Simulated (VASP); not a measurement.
# In (Pm-3m) in VASP: further runs

The runs below take In through single point, with PBEsol.

Program: VASP 6.6.1. These are calculated values, not measurements. Logs are shortened: lines on timing, memory, paths and dates and some standing lists are left out, and cuts for length are marked.

## (1) The cell of the first run

It takes space group Pm-3m (No. 221, cubic). The conventional cell has a = 2.737 Å, b = 2.737 Å, c = 2.737 Å, α = 90.00°, β = 90.00°, γ = 90.00°. Within 3.6 Å of In (site symmetry m-3m) lie 6 In at 2.74 Å.

## (2) Single point, PBEsol (volume scaled by 0.75)

INCAR

```
SYSTEM = In
ALGO     = Normal         ! electronic algorithm
EDIFF    = 1E-7           ! SCF threshold, eV
ENCUT    = 520            ! plane-wave cutoff, eV
GGA      = PS             ! functional
ISIF     = 2              ! what is computed and relaxed
ISMEAR   = -1             ! smearing method
LASPH    = .TRUE.         ! aspherical terms in the spheres
LCHARG   = .TRUE.         ! write CHGCAR
LELF     = .TRUE.         ! ELF
LREAL    = .FALSE.        ! projectors in reciprocal space
LVHAR    = .TRUE.       
LWAVE    = .FALSE.        ! write WAVECAR
NBANDS   = 12             ! bands
NELM     = 80             ! most SCF steps
PREC     = Accurate       ! precision mode
SIGMA    = 0.05           ! smearing width, eV
```

KPOINTS

```
k-points
0
G
  14 14 14
  0 0 0
```

POSCAR

```
In
1.0
    2.7367835275      0.0000000000      0.0000000000
    0.0000000000      2.7367835275      0.0000000000
    0.0000000000      0.0000000000      2.7367835275
In
1
Direct
    0.0000000000      0.0000000000      0.0000000000
```

Potentials or basis: VASP PAW PBE potentials, release 64 (In_d).

Launch:

```bash
> cat potpaw_PBE.64/In_d/POTCAR > POTCAR
> mpirun -np 1 vasp_std > vasp.out
```

OUTCAR:

```text
SYSTEM = In
   EDIFF = 1E-7
   ENCUT = 520
   GGA = PS
   ISIF = 2
   ISMEAR = -1
   LASPH = .TRUE.
   LREAL = .FALSE.
   NELM = 80
   PREC = Accurate

 ion  position               nearest neighbor table
   1  0.000  0.000  0.000-

  LATTYP: Found a simple cubic cell.
 ALAT       =     2.7367835275

  Lattice vectors:

 A1 = (   2.7367835275,   0.0000000000,   0.0000000000)
 A2 = (   0.0000000000,   2.7367835275,   0.0000000000)
 A3 = (   0.0000000000,   0.0000000000,   2.7367835275)

Analysis of symmetry for initial positions (statically):
=====================================================================
 Subroutine PRICEL returns:
 Original cell was already a primitive cell.

 Routine SETGRP: Setting up the symmetry group for a
 simple cubic supercell.

 Subroutine GETGRP returns: Found 48 space group operations
 (whereof 48 operations were pure point group operations)
 out of a pool of 48 trial point group operations.

The static configuration has the point symmetry O_h .

Analysis of symmetry for dynamics (positions and initial velocities):
=====================================================================
 Subroutine PRICEL returns:
 Original cell was already a primitive cell.

 Routine SETGRP: Setting up the symmetry group for a
 simple cubic supercell.

 Subroutine GETGRP returns: Found 48 space group operations
 (whereof 48 operations were pure point group operations)
 out of a pool of 48 trial point group operations.

The dynamic configuration has the point symmetry O_h .

 Subroutine INISYM returns: Found 48 space group operations
 (whereof 48 operations are pure point group operations),
 and found     1 'primitive' translations

----------------------------------------------------------------------------------------

                                     Primitive cell

  volume of cell :      20.4985

  direct lattice vectors                    reciprocal lattice vectors
     2.736783528  0.000000000  0.000000000     0.365392436  0.000000000  0.000000000
     0.000000000  2.736783528  0.000000000     0.000000000  0.365392436  0.000000000
     0.000000000  0.000000000  2.736783528     0.000000000  0.000000000  0.365392436

  length of vectors
     2.736783528  2.736783528  2.736783528     0.365392436  0.365392436  0.365392436

  position of ions in fractional coordinates (direct lattice)
     0.000000000  0.000000000  0.000000000

  ion indices of the primitive-cell ions
   primitive index   ion index
                 1           1

----------------------------------------------------------------------------------------

 KPOINTS: k-points

Automatic generation of k-mesh.
 Grid dimensions read from file:
 generate k-points for:   14   14   14

 Generating k-lattice:

  Cartesian coordinates                     Fractional coordinates (reciprocal lattice)
     0.026099460  0.000000000  0.000000000     0.071428571  0.000000000  0.000000000
     0.000000000  0.026099460  0.000000000     0.000000000  0.071428571  0.000000000
     0.000000000  0.000000000  0.026099460     0.000000000  0.000000000  0.071428571

  Length of vectors
     0.026099460  0.026099460  0.026099460

  Shift w.r.t. Gamma in fractional coordinates (k-lattice)
     0.000000000  0.000000000  0.000000000

 Subroutine IBZKPT returns following result:
 ===========================================

 Found    120 irreducible k-points:

 Following reciprocal coordinates:
            Coordinates               Weight
  0.000000  0.000000  0.000000      1.000000
  0.071429  0.000000  0.000000      6.000000
  0.142857  0.000000  0.000000      6.000000
  0.214286  0.000000  0.000000      6.000000
  0.285714  0.000000  0.000000      6.000000
  0.357143  0.000000  0.000000      6.000000
[... 16 lines left out ...]
  0.285714  0.214286  0.000000     24.000000
  0.357143  0.214286  0.000000     24.000000
 [... further k-points ...]
   k-points           NKPTS =    120   k-points in BZ     NKDIM =    120   number of bands    NBANDS=     12
   number of dos      NEDOS =    301   number of ions     NIONS =      1
   total plane-waves  NPLWV =   8000
   dimension x,y,z NGX =    20 NGY =   20 NGZ =   20
   dimension x,y,z NGXF=    40 NGYF=   40 NGZF=   40
   ions per type =               1
   NGX,Y,Z   is equivalent  to a cutoff of  12.15, 12.15, 12.15 a.u.
   NGXF,Y,Z  is equivalent  to a cutoff of  24.30, 24.30, 24.30 a.u.
 SYSTEM =  In
   PREC   = accura    normal or accurate (medium, high low for compatibility)
   ISTART =      0    job   : 0-new  1-cont  2-samecut
   ICHARG =      2    charge: 1-file 2-atom 10-const
   ISPIN  =      1    spin polarized calculation?
   LNONCOLLINEAR =      F non collinear calculations
   LSORBIT =      F    spin-orbit coupling
   LASPH  =      T    aspherical Exc in radial PAW
   ENCUT  =  520.0 eV  38.22 Ry    6.18 a.u.   5.09  5.09  5.09*2*pi/ulx,y,z
   NELM   =     80;   NELMIN=  2; NELMDL= -5     # of ELM steps
   EDIFF  = 0.1E-06   stopping-criterion for ELM
   LREAL  =      F    real-space projection
   EDIFFG = 0.1E-05   stopping-criterion for IOM
   NSW    =      0    number of steps for IOM
   IBRION =     -1    ionic relax: 0-MD 1-quasi-New 2-CG
   NFREE  =      0    steps in history (QN), initial steepest desc. (CG)
   ISIF   =      2    stress and relaxation
   ISYM   =      2    0-nonsym 1-usesym 2-fastsym
   POTIM  = 0.5000    time-step for ionic-motion
   TEBEG  =    0.0;   TEEND  =   0.0 temperature during run
   PSTRESS=    0.0 pullay stress
   NELECT =      13.0000    total number of electrons
   NUPDOWN=      -1.0000    fix difference up-down
   EMIN   =  10.00;   EMAX   =-10.00  energy-range for DOS
   EFERMI =   0.00;   METHOD = LEGACY
   ISMEAR =    -1;   SIGMA  =   0.05  broadening in eV -4-tet -1-fermi 0-gaus
   EFERMI_NEDOS =   21; number of points for ismear=-14 and -15
   IALGO  =     38    algorithm
   IMIX   =      4    mixing-type and parameters
     AMIX     =   0.40;   BMIX     =  1.00
     AMIX_MAG =   1.60;   BMIX_MAG =  1.00
  volume/ion in A,a.u.               =      20.50       138.33
  Fermi-wavevector in a.u.,A,eV,Ry     =   1.406529  2.657955 26.916748  1.978325
  Thomas-Fermi vector in A             =   2.528881
   LORBIT       =      0    0 simple, 1 ext, 2 COOP (PROOUT), +10 PAW based schemes
   GGA     = PS    functional components
   LHFCALC =     F    Hartree Fock is set to
   AEXX    =    0.0000 exact exchange contribution
   IVDW    =     0    specifies the selected vdW correction
   LEPSILON=     F    determine dielectric tensor
   LRPA    =     F    only Hartree local field effects (RPA)
 non-spin polarized calculation
  energy-cutoff  :      520.00
  volume of cell :       20.50
 maximum number of plane-waves:       564
   NGX = 11   NGY = 11   NGZ = 11

 number of electron      12.9999992 magnetization

 Free energy of the ion-electron system (eV)
  ---------------------------------------------------
  ext. energy  EPLUGINS =         0.00000000
  ---------------------------------------------------
  free energy    TOTEN  =        -2.49822626 eV

  energy without entropy =       -2.49449218  energy(sigma->0) =       -2.49635922

 E-fermi :  10.2595     XC(G=0): -11.5536

 val. band max:       10.2414246283   @ k =   0.5000   0.5000   0.2143
 cond. band min:      10.2649947769   @ k =   0.3571   0.2857   0.0000
 fundamental gap:      0.0235701485
 Fermi energy:        10.2594500381

 k-point     1 :       0.0000    0.0000    0.0000
  band No.  band energies     occupation
      1      -5.5937      2.00000
      2      -5.5937      2.00000
      3      -4.0132      2.00000
      4      -4.0132      2.00000
      5      -4.0132      2.00000
      6      -1.1308      2.00000
      7      19.2222      0.00000
      8      19.2222      0.00000
      9      19.2222      0.00000
     10      23.1753      0.00000
     11      23.1753      0.00000
     12      25.0508      0.00000

 k-point     2 :       0.0714    0.0000    0.0000
  band No.  band energies     occupation
      1      -5.5879      2.00000
      2      -5.5444      2.00000
      3      -4.0367      2.00000
      4      -4.0367      2.00000
      5      -4.0114      2.00000
      6      -1.0182      2.00000
      7      17.8901      0.00000
      8      19.3653      0.00000
      9      19.3653      0.00000
     10      23.1971      0.00000
     11      23.8927      0.00000
     12      25.8241      0.00000

 k-point     3 :       0.1429    0.0000    0.0000
  band No.  band energies     occupation
      1      -5.5715      2.00000
      2      -5.4082      2.00000
      3      -4.1017      2.00000
      4      -4.1017      2.00000
      5      -4.0059      2.00000
      6      -0.6743      2.00000
      7      15.5785      0.00000
      8      19.7858      0.00000
      9      19.7858      0.00000
     10      23.2623      0.00000
     11      24.2850      0.00000
     12      28.2085      0.00000
[... 286 lines left out ...]
 k-point    23 :       0.2857    0.2143    0.0000
  band No.  band energies     occupation
      1      -5.3046      2.00000
      2      -4.7210      2.00000
      3      -4.5744      2.00000
      4      -4.2737      2.00000
      5      -4.1623      2.00000
      6       1.7766      2.00000
      7      11.7823      0.00000
      8      15.1580      0.00000
      9      22.6131      0.00000
     10      23.7277      0.00000
     11      24.5605      0.00000
     12      30.1550      0.00000

 k-point    24 :       0.3571    0.2143    0.0000
  band No.  band energies     occupation
      1      -5.2689      2.00000
      2      -4.6891      2.00000
      3      -4.5237      2.00000
      4      -4.3605      2.00000
      5      -4.1526      2.00000
      6       2.8541      2.00000
      7       9.6747      1.99998
      8      16.0634      0.00000
      9      21.9530      0.00000
     10      23.6573      0.00000
     11      24.8409      0.00000
     12      29.3287      0.00000

 [... further k-points ...]
[... 5 lines left out ...]
  --------------------------------------------------------------------------------------
  -------------------------------------------------------------------------------------
  Total        3.1246588      3.1246588      3.1246588     -0.0000000     -0.0000000      0.0000000
  in kB      244.2259720    244.2259720    244.2259720     -0.0000000     -0.0000000      0.0000000
  external PRESSURE =     244.2259720 kB  Pullay stress =       0.0000000 kB

 VOLUME and BASIS-vectors are now :
 -----------------------------------------------------------------------------
  energy-cutoff  :      520.00
  volume of cell :       20.50
      direct lattice vectors                 reciprocal lattice vectors
     2.736783528  0.000000000  0.000000000     0.365392436  0.000000000  0.000000000
     0.000000000  2.736783528  0.000000000     0.000000000  0.365392436  0.000000000
     0.000000000  0.000000000  2.736783528     0.000000000  0.000000000  0.365392436

 POSITION                                       TOTAL-FORCE (eV/Angst)
 -----------------------------------------------------------------------------------
      0.00000      0.00000      0.00000         0.000000      0.000000      0.000000
 -----------------------------------------------------------------------------------
    total drift:                                0.000000      0.000000      0.000000

  FREE ENERGIE OF THE ION-ELECTRON SYSTEM (eV)
  ---------------------------------------------------
  free  energy   TOTEN  =        -2.4982262581 eV

  energy  without entropy=       -2.4944921785  energy(sigma->0) =       -2.49635922
```

It took 16 s on 1 thread of Intel Xeon Platinum 8259CL at 2.50GHz (Skylake/Cascade Lake), shared host; peak memory 0.14 GiB.

What came out:

* Free energy: -2.4982 eV
* Pressure: 24.4 GPa

Levels at points of the mesh, in eV from the Fermi level:
```csv
k point,band 3,band 4,band 5,band 6,band 7,band 8,band 9,band 10
"(0.00, 0.00, 0.00)",-14.27,-14.27,-14.27,-11.39,8.96,8.96,8.96,12.92
"(0.50, 0.00, 0.00)",-14.73,-14.73,-14.23,-5.78,-4.99,13.46,13.46,13.59
"(0.50, 0.50, 0.00)",-14.66,-14.66,-13.85,-1.17,-1.17,-0.16,4.11,17.21
"(0.50, 0.50, 0.50)",-15.35,-13.82,-13.82,2.71,2.71,2.71,6.92,7.28
```

Caveat: the PAW data sets were made with another functional, which shifts forces and pressure a little; spin-orbit coupling is left out, which moves the levels of the heavy elements.

## (3) Single point, PBEsol (volume scaled by 0.85)

INCAR

```
SYSTEM = In
  PREC = Accurate
  ENCUT = 520
  EDIFF = 1E-6
  ISMEAR = -1
  SIGMA = 0.05
  LREAL = .False.
  LASPH = .True.
  NELM = 80
  ALGO = Normal
  ISIF = 2
  LWAVE = .False.
  LCHARG = .False.
  GGA = PS
  NBANDS = 12
```

KPOINTS

```
regular mesh
0
Gamma
  14 14 14
  0 0 0
```

POSCAR

```
In
1.0
    2.8533803621      0.0000000000      0.0000000000
    0.0000000000      2.8533803621      0.0000000000
    0.0000000000      0.0000000000      2.8533803621
In
1
Direct
    0.0000000000      0.0000000000      0.0000000000
```

Potentials or basis: VASP PAW PBE potentials, release 64 (In_d).

Launch:

```bash
> cat potpaw_PBE.64/In_d/POTCAR > POTCAR
> mpirun -np 1 vasp_std > vasp.out
```

It took 14 s on 1 thread of Intel Xeon Platinum 8259CL at 2.50GHz (Skylake/Cascade Lake), shared host; peak memory 0.16 GiB.

It converged, with:

```
Free energy : -2.7796 eV
Pressure    : 10.0 GPa
```

Levels at points of the mesh, in eV from the Fermi level:
| k point | band 2 | band 3 | band 4 | band 5 | band 6 | band 7 | band 8 | band 9 | band 10 | band 11 |
| --- | --- | --- | --- | --- | --- | --- | --- | --- | --- | --- |
| (0.00, 0.00, 0.00) | -15.37 | -14.19 | -14.19 | -14.19 | -10.39 | 8.32 | 8.32 | 8.32 | 11.92 | 11.92 |
| (0.50, 0.00, 0.00) | -14.64 | -14.52 | -14.52 | -14.16 | -5.64 | -4.31 | 12.23 | 12.23 | 13.31 | 13.92 |
| (0.50, 0.50, 0.00) | -14.94 | -14.47 | -14.47 | -13.86 | -0.93 | -0.93 | -0.79 | 4.01 | 16.51 | 16.51 |
| (0.50, 0.50, 0.50) | -14.97 | -14.97 | -13.84 | -13.84 | 2.46 | 2.46 | 2.46 | 5.17 | 7.41 | 7.91 |

Caveat: the PAW data sets were made with another functional, which shifts forces and pressure a little; spin-orbit coupling is left out, which moves the levels of the heavy elements.
